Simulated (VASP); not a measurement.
# TiCo3 (Pm-3m) in VASP: notebook, part 2 of 3

VASP 6.6.1. Earlier steps stand in the parts before.

## Step 3: Single point, r2SCAN, collinear spin, ferrimagnetic start

POSCAR reads:

```
TiCo3
1.0
    3.6140000000      0.0000000000      0.0000000000
    0.0000000000      3.6140000000      0.0000000000
    0.0000000000      0.0000000000      3.6140000000
Ti Co
1 3
Direct
    0.0000000000      0.0000000000      0.0000000000
    0.0000000000      0.5000000000      0.5000000000
    0.5000000000      0.0000000000      0.5000000000
    0.5000000000      0.5000000000      0.0000000000
```

INCAR.step1 reads:

```
PREC = Accurate ; ENCUT = 520
ISMEAR = 0 ; SIGMA = 0.05
LREAL = False ; LASPH = True
NELM = 150 ; ISPIN = 2
MAGMOM = -0.74 1.48 1.48 1.48 ; LMAXMIX = 4
NBANDS = 32 ; GGA = PE
ALGO = Normal ; EDIFF = 1E-4
LWAVE = True ; LCHARG = False
```

INCAR.step2 reads:

```
PREC = Accurate ; ENCUT = 520
EDIFF = 1E-7 ; ISMEAR = 0
SIGMA = 0.05 ; LREAL = False
LASPH = True ; NELM = 150
ALGO = Normal ; ISIF = 2
LWAVE = False ; LCHARG = False
ISPIN = 2 ; MAGMOM = -0.74 1.48 1.48 1.48
LORBIT = 11 ; LMAXMIX = 4
METAGGA = R2SCAN ; LMIXTAU = True
NBANDS = 32 ; ISTART = 1
```

KPOINTS reads:

```
regular mesh
0
Gamma
  6 6 6
```

Potentials or basis: VASP PAW PBE potentials, release 64 (Ti_sv, Co).

On the command line:

```sh
> cat potpaw_PBE.64/Ti_sv/POTCAR potpaw_PBE.64/Co/POTCAR > POTCAR
> cp INCAR.step1 INCAR
> mpirun -np 1 vasp_std > vasp.out
> cp INCAR.step2 INCAR
> mpirun -np 1 vasp_std > vasp.out
```

OUTCAR:

```text
PREC = Accurate
   ENCUT = 520
   EDIFF = 1E-7
   ISMEAR = 0
   LREAL = False
   LASPH = True
   NELM = 150
   ISIF = 2
   ISPIN = 2
   LORBIT = 11
   METAGGA = R2SCAN
   ISTART = 1

 ion  position               nearest neighbor table
   1  0.000  0.000  0.000-   2 2.56   3 2.56   4 2.56   2 2.56   3 2.56   2 2.56   4 2.56   2 2.56
                             3 2.56   4 2.56   3 2.56   4 2.56
   2  0.000  0.500  0.500-   1 2.56   3 2.56   4 2.56   1 2.56   4 2.56   1 2.56   3 2.56   1 2.56
                             3 2.56   4 2.56   4 2.56   3 2.56
   3  0.500  0.000  0.500-   1 2.56   2 2.56   4 2.56   1 2.56   4 2.56   2 2.56   4 2.56   4 2.56
                             1 2.56   2 2.56   1 2.56   2 2.56
   4  0.500  0.500  0.000-   1 2.56   2 2.56   3 2.56   2 2.56   3 2.56   1 2.56   3 2.56   3 2.56
                             1 2.56   2 2.56   2 2.56   1 2.56

  LATTYP: Found a simple cubic cell.
 ALAT       =     3.6140000000

  Lattice vectors:

 A1 = (   3.6140000000,   0.0000000000,   0.0000000000)
 A2 = (   0.0000000000,   3.6140000000,   0.0000000000)
 A3 = (   0.0000000000,   0.0000000000,   3.6140000000)

Analysis of symmetry for initial positions (statically):
=====================================================================
 Subroutine PRICEL returns:
 Original cell was already a primitive cell.

 Routine SETGRP: Setting up the symmetry group for a
 simple cubic supercell.

 Subroutine GETGRP returns: Found 48 space group operations
 (whereof 48 operations were pure point group operations)
 out of a pool of 48 trial point group operations.

The static configuration has the point symmetry O_h .

Analysis of symmetry for dynamics (positions and initial velocities):
=====================================================================
 Subroutine PRICEL returns:
 Original cell was already a primitive cell.

 Routine SETGRP: Setting up the symmetry group for a
 simple cubic supercell.

 Subroutine GETGRP returns: Found 48 space group operations
 (whereof 48 operations were pure point group operations)
 out of a pool of 48 trial point group operations.

The dynamic configuration has the point symmetry O_h .

Analysis of structural, dynamic, and magnetic symmetry:
=====================================================================
 Subroutine PRICEL returns:
 Original cell was already a primitive cell.

 Routine SETGRP: Setting up the symmetry group for a
 simple cubic supercell.

 Subroutine GETGRP returns: Found 48 space group operations
 (whereof 48 operations were pure point group operations)
 out of a pool of 48 trial point group operations.

The overall configuration has the point symmetry O_h .

 Subroutine INISYM returns: Found 48 space group operations
 (whereof 48 operations are pure point group operations),
 and found     1 'primitive' translations

----------------------------------------------------------------------------------------

                                     Primitive cell

  volume of cell :      47.2024

  direct lattice vectors                    reciprocal lattice vectors
     3.614000000  0.000000000  0.000000000     0.276701716  0.000000000  0.000000000
     0.000000000  3.614000000  0.000000000     0.000000000  0.276701716  0.000000000
     0.000000000  0.000000000  3.614000000     0.000000000  0.000000000  0.276701716

[... 82 lines left out ...]
   EDIFF  = 0.1E-06   stopping-criterion for ELM
   LREAL  =      F    real-space projection
   EDIFFG = 0.1E-05   stopping-criterion for IOM
   NSW    =      0    number of steps for IOM
   IBRION =     -1    ionic relax: 0-MD 1-quasi-New 2-CG
   NFREE  =      0    steps in history (QN), initial steepest desc. (CG)
   ISIF   =      2    stress and relaxation
   ISYM   =      2    0-nonsym 1-usesym 2-fastsym
   POTIM  = 0.5000    time-step for ionic-motion
   TEBEG  =    0.0;   TEEND  =   0.0 temperature during run
   PSTRESS=    0.0 pullay stress
   NELECT =      39.0000    total number of electrons
   NUPDOWN=      -1.0000    fix difference up-down
   EMIN   =  10.00;   EMAX   =-10.00  energy-range for DOS
   EFERMI =   0.00;   METHOD = LEGACY
   ISMEAR =     0;   SIGMA  =   0.05  broadening in eV -4-tet -1-fermi 0-gaus
   EFERMI_NEDOS =   21; number of points for ismear=-14 and -15
   IALGO  =     38    algorithm
   IMIX   =      4    mixing-type and parameters
     AMIX     =   0.40;   BMIX     =  1.00
     AMIX_MAG =   1.60;   BMIX_MAG =  1.00
  volume/ion in A,a.u.               =      11.80        79.63
  Fermi-wavevector in a.u.,A,eV,Ry     =   1.536178  2.902956 32.107613  2.359843
  Thomas-Fermi vector in A             =   2.642863
   LORBIT       =     11    0 simple, 1 ext, 2 COOP (PROOUT), +10 PAW based schemes
   METAGGA = R2SCAN    functional components
   LHFCALC =     F    Hartree Fock is set to
   AEXX    =    0.0000 exact exchange contribution
   IVDW    =     0    specifies the selected vdW correction
   LEPSILON=     F    determine dielectric tensor
   LRPA    =     F    only Hartree local field effects (RPA)
 spin polarized calculation
 Gauss-broadening in eV      SIGMA  =   0.05
  energy-cutoff  :      520.00
  volume of cell :       47.20
 maximum number of plane-waves:      1328
 NGX is ok and might be reduce to    28
   NGX = 13   NGY = 13   NGZ = 13

 number of electron      39.0000026 magnetization       2.7407384

 Free energy of the ion-electron system (eV)
  ---------------------------------------------------
  ext. energy  EPLUGINS =         0.00000000
  ---------------------------------------------------
  free energy    TOTEN  =       -53.32726722 eV

  energy without entropy =      -53.32326964  energy(sigma->0) =      -53.32526843

 E-fermi :  10.2792     XC(G=0): -14.2239

 val. band max:       10.2649037846   @ k =   0.5000   0.5000   0.0000
 cond. band min:      10.2967802681   @ k =   0.3333   0.3333   0.1667
 fundamental gap:      0.0318764835
 Fermi energy:        10.2792141760

 spin component 1

 k-point     1 :       0.0000    0.0000    0.0000
  band No.  band energies     occupation
      1     -48.5153      1.00000
      2     -23.7281      1.00000
      3     -23.7281      1.00000
      4     -23.7281      1.00000
      5       1.7477      1.00000
      6       5.0564      1.00000
[... 669 lines left out ...]
     30      18.1347      0.00000
     31      18.1347      0.00000
 Fermi energy:        10.2792141760

 spin component 2

 k-point     1 :       0.0000    0.0000    0.0000
  band No.  band energies     occupation
      1     -49.3656      1.00000
      2     -24.5843      1.00000
      3     -24.5843      1.00000
      4     -24.5843      1.00000
      5       1.1880      1.00000
      6       5.8189      1.00000
[... 669 lines left out ...]
     30      18.2448      0.00000
     31      18.2448      0.00000
 [bands above 31 left out]

------------------------ aborting loop because EDIFF is reached ----------------------------------------

  FORCE on cell =-STRESS in cart. coord.  units (eV):
  Direction    XX          YY          ZZ          XY          YZ          ZX
  --------------------------------------------------------------------------------------
  -------------------------------------------------------------------------------------
  Total       -1.2651937     -1.2651937     -1.2651937      0.0000000      0.0000000     -0.0000000
  in kB      -42.9440648    -42.9440648    -42.9440648      0.0000000      0.0000000     -0.0000000
  external PRESSURE =     -42.9440648 kB  Pullay stress =       0.0000000 kB

 VOLUME and BASIS-vectors are now :
 -----------------------------------------------------------------------------
  energy-cutoff  :      520.00
  volume of cell :       47.20
      direct lattice vectors                 reciprocal lattice vectors
     3.614000000  0.000000000  0.000000000     0.276701716  0.000000000  0.000000000
     0.000000000  3.614000000  0.000000000     0.000000000  0.276701716  0.000000000
     0.000000000  0.000000000  3.614000000     0.000000000  0.000000000  0.276701716

 POSITION                                       TOTAL-FORCE (eV/Angst)
 -----------------------------------------------------------------------------------
      0.00000      0.00000      0.00000         0.000000      0.000000      0.000000
      0.00000      1.80700      1.80700         0.000000      0.000000      0.000000
      1.80700      0.00000      1.80700         0.000000      0.000000      0.000000
      1.80700      1.80700      0.00000         0.000000      0.000000      0.000000
 -----------------------------------------------------------------------------------
    total drift:                                0.000000      0.000000      0.000000

  FREE ENERGIE OF THE ION-ELECTRON SYSTEM (eV)
  ---------------------------------------------------
  free  energy   TOTEN  =       -53.3272672160 eV

  energy  without entropy=      -53.3232696381  energy(sigma->0) =      -53.32526843

 total charge

# of ion       s       p       d       tot
------------------------------------------
    1        2.256   6.197   1.882  10.335
    2        0.520   0.532   7.278   8.330
    3        0.520   0.532   7.278   8.330
    4        0.520   0.532   7.278   8.330
--------------------------------------------------
tot          3.816   7.793  23.717  35.326

 magnetization (x)

# of ion       s       p       d       tot
------------------------------------------
    1       -0.020  -0.058  -0.678  -0.756
    2       -0.004  -0.062   1.353   1.287
    3       -0.004  -0.062   1.353   1.287
    4       -0.004  -0.062   1.353   1.287
--------------------------------------------------
tot         -0.033  -0.245   3.382   3.104
```

Wall time 2.2 min (1 thread of Intel Xeon 6975P-C (Granite Rapids), shared host); peak memory 0.2 GiB.

Results:

| Property | Result |
| --- | --- |
| Free energy | -53.3273 eV |
| Pressure | -4.3 GPa |
| Net moment | 2.74 μB per cell |
| Site moments | Ti -0.76; Co +1.29 μB |
| Valence electrons inside the program's atomic spheres | Ti 10.34; Co 8.33 |

Caveat: the cell stands under tension; the PAW data sets were made with another functional, which shifts forces and pressure a little.

## Step 4: Single point, r2SCAN, collinear spin, ferrimagnetic start

POSCAR is that of step 3.

INCAR.step1 reads:

```
SYSTEM = TiCo3
PREC = Accurate
ENCUT = 520
ISMEAR = 0
SIGMA = 0.1
LREAL = .FALSE.
LASPH = .TRUE.
NELM = 150
ISPIN = 2
MAGMOM = -0.74 1.48 1.48 1.48
LMAXMIX = 4
NBANDS = 32
GGA = PE
ALGO = Normal
EDIFF = 1E-4
LWAVE = .TRUE.
LCHARG = .FALSE.
```

INCAR.step2 reads:

```
SYSTEM = TiCo3
PREC = Accurate
ENCUT = 520
EDIFF = 1E-6
ISMEAR = 0
SIGMA = 0.1
LREAL = .FALSE.
LASPH = .TRUE.
NELM = 150
ALGO = Normal
ISIF = 2
LWAVE = .FALSE.
LCHARG = .TRUE.
ISPIN = 2
MAGMOM = -0.74 1.48 1.48 1.48
LORBIT = 11
LMAXMIX = 4
METAGGA = R2SCAN
LMIXTAU = .TRUE.
LELF = .TRUE.
LVHAR = .TRUE.
NBANDS = 32
ISTART = 1
```

KPOINTS reads:

```
regular mesh
0
G
  6 6 6
  0 0 0
```

On the command line:

```sh
> cat potpaw_PBE.64/Ti_sv/POTCAR potpaw_PBE.64/Co/POTCAR > POTCAR
> cp INCAR.step1 INCAR
> mpirun -np 1 vasp_std > vasp.out
> cp INCAR.step2 INCAR
> mpirun -np 1 vasp_std > vasp.out
```

Run time: 1.9 min. Hardware: 1 thread of Intel Xeon 6975P-C (Granite Rapids), shared host; peak memory 0.21 GiB.

Results (log left out):

```
Free energy                                           : -53.3334 eV
Pressure                                              : -4.3 GPa
Net moment                                            : 2.74 μB per cell
Site moments                                          : Ti -0.75; Co +1.28 μB
Valence electrons inside the program's atomic spheres : Ti 10.34; Co 8.33
```

Levels at points of the mesh, in eV from the Fermi level:
Spin up:
```tsv
k point	band 19	band 20	band 21	band 22	band 23	band 24
(0.00, 0.00, 0.00)	-0.80	-0.80	1.86	1.86	2.93	2.93
(0.50, 0.00, 0.00)	-1.89	-1.67	-0.80	0.97	0.97	1.30
(0.50, 0.50, 0.00)	-1.75	-1.69	-1.67	0.90	0.90	1.52
(0.50, 0.50, 0.50)	-1.12	-0.51	0.42	0.42	0.42	1.39
```
Spin down:
| k point | band 15 | band 16 | band 17 | band 18 | band 19 | band 20 | band 21 | band 22 |
| --- | --- | --- | --- | --- | --- | --- | --- | --- |
| (0.00, 0.00, 0.00) | 0.56 | 0.56 | 1.05 | 1.05 | 1.05 | 1.40 | 2.52 | 2.52 |
| (0.50, 0.00, 0.00) | -0.52 | -0.52 | -0.49 | -0.29 | 0.20 | 0.78 | 0.78 | 0.81 |
| (0.50, 0.50, 0.00) | -1.61 | -1.45 | -0.56 | -0.19 | -0.19 | -0.05 | -0.01 | 1.28 |
| (0.50, 0.50, 0.50) | -0.88 | -0.88 | -0.79 | -0.23 | -0.23 | -0.23 | 1.10 | 1.10 |

Caveat: the cell stands under tension; the PAW data sets were made with another functional, which shifts forces and pressure a little.

(Continued in part 3 of 3.)
